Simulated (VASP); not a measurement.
# Cu (P-1) in VASP: a series of runs

The runs below take Cu through single point, with PBEsol.

Program: VASP 6.6.1. These are calculated values, not measurements. Logs are shortened: lines on timing, memory, paths and dates and some standing lists are left out, and cuts for length are marked.

**1. The cell of the first run**

The typed cell holds 1 atom: a = 2.565 Å, b = 2.598 Å, c = 2.506 Å, α = 59.95°, β = 60.31°, γ = 59.68°.

**2. Single point, PBEsol**

Input file INCAR:

```
ALGO = Normal
EDIFF = 1E-6
ENCUT = 520
GGA = PS
ISIF = 2
ISMEAR = -1
LASPH = True
LCHARG = True
LELF = True
LREAL = False
LVHAR = True
LWAVE = False
NBANDS = 12
NELM = 60
PREC = Accurate
SIGMA = 0.05
```

Input file KPOINTS:

```
k-points
0
Gamma
  9 9 9
```

Input file POSCAR:

```
Cu
1.0
   -0.0044255800      1.7884307700      1.8385346600
    1.8229069400     -0.0174867600      1.8515958300
    1.7828182100      1.7614032200      0.0226019700
Cu
1
Direct
    0.0000000000      0.0000000000      0.0000000000
```

Potentials or basis: VASP PAW PBE potentials, release 64 (Cu).

On the command line:

```
$ cat potpaw_PBE.64/Cu/POTCAR > POTCAR
$ mpirun -np 1 vasp_std > vasp.out
```

OUTCAR:

```text
EDIFF = 1E-6
   ENCUT = 520
   GGA = PS
   ISIF = 2
   ISMEAR = -1
   LASPH = True
   LREAL = False
   NELM = 60
   PREC = Accurate

 ion  position               nearest neighbor table
   1  0.000  0.000  0.000-

  LATTYP: Found a triclinic cell.
 ALAT       =     2.5480546281
 B/A-ratio  =     1.0082882629
 C/A-ratio  =     0.9836094730
 COS(alpha) =     0.0119811773
 COS(beta)  =     0.4850611349
 COS(gamma) =     0.5027164128

  Lattice vectors:

 A1 = (  -1.7872437900,   0.0270275500,   1.8159326900)
 A2 = (  -1.8273325200,   1.8059175300,  -0.0130611700)
 A3 = (  -1.7828182100,  -1.7614032200,  -0.0226019700)

Analysis of symmetry for initial positions (statically):
=====================================================================
 Subroutine PRICEL returns:
 Original cell was already a primitive cell.

 Routine SETGRP: Setting up the symmetry group for a
 triclinic supercell.

 Subroutine GETGRP returns: Found  2 space group operations
 (whereof  2 operations were pure point group operations)
 out of a pool of  2 trial point group operations.

The static configuration has the point symmetry S_2 .

Analysis of symmetry for dynamics (positions and initial velocities):
=====================================================================
 Subroutine PRICEL returns:
 Original cell was already a primitive cell.

 Routine SETGRP: Setting up the symmetry group for a
 triclinic supercell.

 Subroutine GETGRP returns: Found  2 space group operations
 (whereof  2 operations were pure point group operations)
 out of a pool of  2 trial point group operations.

The dynamic configuration has the point symmetry S_2 .

 Subroutine INISYM returns: Found  2 space group operations
 (whereof  2 operations are pure point group operations),
 and found     1 'primitive' translations

----------------------------------------------------------------------------------------

                                     Primitive cell

  volume of cell :      11.8051

  direct lattice vectors                    reciprocal lattice vectors
    -0.004425580  1.788430770  1.838534660    -0.276304818  0.276140091  0.274631622
     1.822906940 -0.017486760  1.851595830     0.270898396 -0.277666181  0.270751286
     1.782818210  1.761403220  0.022601970     0.283233940  0.284595303 -0.276157710

  length of vectors
     2.564900369  2.598403859  2.506290670     0.477514638  0.473065226  0.487318204

  position of ions in fractional coordinates (direct lattice)
     0.000000000  0.000000000  0.000000000

  ion indices of the primitive-cell ions
   primitive index   ion index
                 1           1

----------------------------------------------------------------------------------------

 KPOINTS: k-points

Automatic generation of k-mesh.
 Grid dimensions read from file:
 generate k-points for:    9    9    9

 Generating k-lattice:

  Cartesian coordinates                     Fractional coordinates (reciprocal lattice)
    -0.030700535  0.030682232  0.030514625     0.111111111  0.000000000  0.000000000
     0.030099822 -0.030851798  0.030083476     0.000000000  0.111111111  0.000000000
     0.031470438  0.031621700 -0.030684190     0.000000000 -0.000000000  0.111111111

  Length of vectors
     0.053057182  0.052562803  0.054146467

  Shift w.r.t. Gamma in fractional coordinates (k-lattice)
     0.000000000  0.000000000  0.000000000

 Subroutine IBZKPT returns following result:
 ===========================================

 Found    365 irreducible k-points:

 Following reciprocal coordinates:
            Coordinates               Weight
  0.000000  0.000000  0.000000      1.000000
  0.111111  0.000000  0.000000      2.000000
  0.222222  0.000000  0.000000      2.000000
  0.333333 -0.000000  0.000000      2.000000
  0.444444  0.000000  0.000000      2.000000
  0.000000  0.111111  0.000000      2.000000
[... 16 lines left out ...]
 -0.111111  0.222222  0.000000      2.000000
  0.000000  0.333333 -0.000000      2.000000
 [... further k-points ...]
   k-points           NKPTS =    365   k-points in BZ     NKDIM =    365   number of bands    NBANDS=     12
   number of dos      NEDOS =    301   number of ions     NIONS =      1
   total plane-waves  NPLWV =   8000
   dimension x,y,z NGX =    20 NGY =   20 NGZ =   20
   dimension x,y,z NGXF=    40 NGYF=   40 NGZF=   40
   ions per type =               1
   NGX,Y,Z   is equivalent  to a cutoff of  12.96, 12.80, 13.27 a.u.
   NGXF,Y,Z  is equivalent  to a cutoff of  25.93, 25.59, 26.53 a.u.
 SYSTEM =  unknown system
   PREC   = accura    normal or accurate (medium, high low for compatibility)
   ISTART =      0    job   : 0-new  1-cont  2-samecut
   ICHARG =      2    charge: 1-file 2-atom 10-const
   ISPIN  =      1    spin polarized calculation?
   LNONCOLLINEAR =      F non collinear calculations
   LSORBIT =      F    spin-orbit coupling
   LASPH  =      T    aspherical Exc in radial PAW
   ENCUT  =  520.0 eV  38.22 Ry    6.18 a.u.   4.77  4.83  4.66*2*pi/ulx,y,z
   NELM   =     60;   NELMIN=  2; NELMDL= -5     # of ELM steps
   EDIFF  = 0.1E-05   stopping-criterion for ELM
   LREAL  =      F    real-space projection
   EDIFFG = 0.1E-04   stopping-criterion for IOM
   NSW    =      0    number of steps for IOM
   IBRION =     -1    ionic relax: 0-MD 1-quasi-New 2-CG
   NFREE  =      0    steps in history (QN), initial steepest desc. (CG)
   ISIF   =      2    stress and relaxation
   ISYM   =      2    0-nonsym 1-usesym 2-fastsym
   POTIM  = 0.5000    time-step for ionic-motion
   TEBEG  =    0.0;   TEEND  =   0.0 temperature during run
   PSTRESS=    0.0 pullay stress
   NELECT =      11.0000    total number of electrons
   NUPDOWN=      -1.0000    fix difference up-down
   EMIN   =  10.00;   EMAX   =-10.00  energy-range for DOS
   EFERMI =   0.00;   METHOD = LEGACY
   ISMEAR =    -1;   SIGMA  =   0.05  broadening in eV -4-tet -1-fermi 0-gaus
   EFERMI_NEDOS =   21; number of points for ismear=-14 and -15
   IALGO  =     38    algorithm
   IMIX   =      4    mixing-type and parameters
     AMIX     =   0.40;   BMIX     =  1.00
     AMIX_MAG =   1.60;   BMIX_MAG =  1.00
  volume/ion in A,a.u.               =      11.81        79.66
  Fermi-wavevector in a.u.,A,eV,Ry     =   1.599003  3.021678 34.787530  2.556811
  Thomas-Fermi vector in A             =   2.696364
   LORBIT       =      0    0 simple, 1 ext, 2 COOP (PROOUT), +10 PAW based schemes
   GGA     = PS    functional components
   LHFCALC =     F    Hartree Fock is set to
   AEXX    =    0.0000 exact exchange contribution
   IVDW    =     0    specifies the selected vdW correction
   LEPSILON=     F    determine dielectric tensor
   LRPA    =     F    only Hartree local field effects (RPA)
 non-spin polarized calculation
  energy-cutoff  :      520.00
  volume of cell :       11.81
 maximum number of plane-waves:       326
   NGX =  9   NGY =  9   NGZ =  9

 number of electron      11.0000001 magnetization

 Free energy of the ion-electron system (eV)
  ---------------------------------------------------
  ext. energy  EPLUGINS =         0.00000000
  ---------------------------------------------------
  free energy    TOTEN  =        -4.30961306 eV

  energy without entropy =       -4.30777545  energy(sigma->0) =       -4.30869425

 E-fermi :   7.4640     XC(G=0): -12.9088

 val. band max:        7.4581240010   @ k =   0.3333   0.0000   0.4444
 cond. band min:       7.4738985022   @ k =  -0.1111   0.4444   0.0000
 fundamental gap:      0.0157745012
 Fermi energy:         7.4639618401

 k-point     1 :       0.0000    0.0000    0.0000
  band No.  band energies     occupation
      1      -1.9855      2.00000
      2       4.2799      2.00000
      3       4.3609      2.00000
      4       4.5001      2.00000
      5       5.1589      2.00000
      6       5.2783      2.00000
      7      29.8720      0.00000
      8      31.9623      0.00000
      9      32.4902      0.00000
     10      33.5644      0.00000
     11      34.4786      0.00000
     12      35.0043      0.00000

 k-point     2 :       0.1111    0.0000    0.0000
  band No.  band energies     occupation
      1      -1.5423      2.00000
      2       4.2689      2.00000
      3       4.3517      2.00000
      4       4.5812      2.00000
      5       5.1418      2.00000
      6       5.2482      2.00000
      7      26.7239      0.00000
      8      30.3087      0.00000
      9      31.3198      0.00000
     10      32.4771      0.00000
     11      36.0296      0.00000
     12      36.8416      0.00000

 k-point     3 :       0.2222    0.0000    0.0000
  band No.  band energies     occupation
      1      -0.2865      2.00000
      2       4.1210      2.00000
      3       4.4096      2.00000
      4       4.6860      2.00000
      5       5.2190      2.00000
      6       5.2850      2.00000
      7      21.0472      0.00000
      8      29.4215      0.00000
      9      30.3651      0.00000
     10      31.4152      0.00000
     11      35.6757      0.00000
     12      36.8431      0.00000
[... 286 lines left out ...]
 k-point    23 :      -0.1111    0.2222    0.0000
  band No.  band energies     occupation
      1       0.5859      2.00000
      2       3.9692      2.00000
      3       4.3908      2.00000
      4       4.7464      2.00000
      5       5.1540      2.00000
      6       5.6475      2.00000
      7      19.1527      0.00000
      8      24.1774      0.00000
      9      32.0905      0.00000
     10      33.4637      0.00000
     11      34.8158      0.00000
     12      35.1028      0.00000

 k-point    24 :       0.0000    0.3333   -0.0000
  band No.  band energies     occupation
      1       1.3111      2.00000
      2       4.3163      2.00000
      3       4.3671      2.00000
      4       4.5668      2.00000
      5       5.5023      2.00000
      6       5.5416      2.00000
      7      15.5917      0.00000
      8      29.0289      0.00000
      9      30.1103      0.00000
     10      30.5922      0.00000
     11      33.7989      0.00000
     12      34.8863      0.00000

 [... further k-points ...]

------------------------ aborting loop because EDIFF is reached ----------------------------------------

  FORCE on cell =-STRESS in cart. coord.  units (eV):
  Direction    XX          YY          ZZ          XY          YZ          ZX
  --------------------------------------------------------------------------------------
  -------------------------------------------------------------------------------------
  Total       -0.3723057     -0.3408936     -0.5246951      0.1746016     -0.0423869     -0.1141618
  in kB      -50.5290486    -46.2658189    -71.2112199     23.6967910     -5.7527196    -15.4939586
  external PRESSURE =     -56.0020291 kB  Pullay stress =       0.0000000 kB

 VOLUME and BASIS-vectors are now :
 -----------------------------------------------------------------------------
  energy-cutoff  :      520.00
  volume of cell :       11.81
      direct lattice vectors                 reciprocal lattice vectors
    -0.004425580  1.788430770  1.838534660    -0.276304818  0.276140091  0.274631622
     1.822906940 -0.017486760  1.851595830     0.270898396 -0.277666181  0.270751286
     1.782818210  1.761403220  0.022601970     0.283233940  0.284595303 -0.276157710

 POSITION                                       TOTAL-FORCE (eV/Angst)
 -----------------------------------------------------------------------------------
      0.00000      0.00000      0.00000         0.000000      0.000000     -0.000000
 -----------------------------------------------------------------------------------
    total drift:                                0.000000      0.000000      0.000000

  FREE ENERGIE OF THE ION-ELECTRON SYSTEM (eV)
  ---------------------------------------------------
  free  energy   TOTEN  =        -4.3096130563 eV

  energy  without entropy=       -4.3077754501  energy(sigma->0) =       -4.30869425
```

It took 19 s on 1 thread of Intel Xeon 6975P-C (Granite Rapids), shared host; peak memory 0.16 GiB.

What came out:

* Free energy: -4.3096 eV
* Pressure: -5.6 GPa

Levels at points of the mesh, in eV from the Fermi level:
| k point | band 2 | band 3 | band 4 | band 5 | band 6 | band 7 | band 8 | band 9 | band 10 | band 11 |
| --- | --- | --- | --- | --- | --- | --- | --- | --- | --- | --- |
| (0.00, 0.00, 0.00) | -3.18 | -3.10 | -2.96 | -2.31 | -2.19 | 22.41 | 24.50 | 25.03 | 26.10 | 27.01 |

Caveat: the PAW data sets were made with another functional, which shifts forces and pressure a little.

**3. Single point, PBEsol**

Input file INCAR:

```
PREC = Accurate ; ENCUT = 520
EDIFF = 1E-6 ; ISMEAR = -1
SIGMA = 0.025 ; LREAL = False
LASPH = True ; NELM = 100
ALGO = Fast ; ISIF = 2
LWAVE = False ; LCHARG = False
GGA = PS ; NBANDS = 12
```

Input file KPOINTS:

```
regular mesh
0
Gamma
  9 9 9
```

POSCAR is that of step 2.

Potentials or basis: VASP PAW PBE potentials, release 64 (Cu).

On the command line:

```
$ cat potpaw_PBE.64/Cu/POTCAR > POTCAR
$ mpirun -np 1 vasp_std > vasp.out
```

Run time: 20 s. Hardware: 1 thread of Intel Xeon 6975P-C (Granite Rapids), shared host; peak memory 0.16 GiB.

Results (log left out):

* Free energy: -4.3089 eV
* Pressure: -5.6 GPa

Stress tensor (GPa, compression positive):
```
-5.08  2.43 -1.55
 2.43 -4.41 -0.65
-1.55 -0.65 -7.26
```

Levels at points of the mesh, in eV from the Fermi level:
| k point | band 2 | band 3 | band 4 | band 5 | band 6 | band 7 | band 8 | band 9 | band 10 | band 11 |
| --- | --- | --- | --- | --- | --- | --- | --- | --- | --- | --- |
| (0.00, 0.00, 0.00) | -3.19 | -3.11 | -2.97 | -2.31 | -2.19 | 22.40 | 24.50 | 25.02 | 26.10 | 27.01 |

Caveat: the PAW data sets were made with another functional, which shifts forces and pressure a little.

**4. Single point, PBEsol**

Input file INCAR:

```
SYSTEM = Cu
PREC = Accurate
ENCUT = 520
EDIFF = 1E-6
ISMEAR = -1
SIGMA = 0.01
LREAL = .False.
LASPH = .True.
NELM = 80
ALGO = Normal
ISIF = 2
LWAVE = .False.
LCHARG = .False.
GGA = PS
NBANDS = 12
```

Input file KPOINTS:

```
Automatic mesh
0
Gamma
  9 9 9
  0 0 0
```

POSCAR is that of step 3.

On the command line:

```
$ cat potpaw_PBE.64/Cu/POTCAR > POTCAR
$ mpirun -np 1 vasp_std > vasp.out
```

Run time: 18 s. Hardware: 1 thread of Intel Xeon 6975P-C (Granite Rapids), shared host; peak memory 0.16 GiB.

Results (log left out):

- Free energy: -4.3087 eV
- Pressure: -5.6 GPa

Stress tensor (GPa, compression positive):
```
-5.13  2.49 -1.54
 2.49 -4.28 -0.65
-1.54 -0.65 -7.30
```

Levels at points of the mesh, in eV from the Fermi level:
| k point | band 4 | band 5 | band 6 | band 7 | band 8 | band 9 |
| --- | --- | --- | --- | --- | --- | --- |
| (0.00, 0.00, 0.00) | -2.96 | -2.31 | -2.19 | 22.41 | 24.50 | 25.02 |

Caveat: the PAW data sets were made with another functional, which shifts forces and pressure a little.

**5. Overview**

| smearing | gap on the mesh (eV) | pressure (GPa) |
| --- | --- | --- |
| fermi-dirac 0.05 eV | none | -5.6 |
| fermi-dirac 0.025 eV | none | -5.6 |
| fermi-dirac 0.01 eV | none | -5.6 |

Alike in all rows: task single point; level PBEsol; potentials or basis VASP PAW PBE potentials, release 64 (Cu); no spin polarisation; cell as given; k mesh 9 × 9 × 9; cutoff (eV) 520.

Every run on the cell as given and a fine mesh finds a metal.

Caveats: the PAW data sets were made with another functional, which shifts forces and pressure a little.

Absolute energies hang on the potentials; compare differences alone.
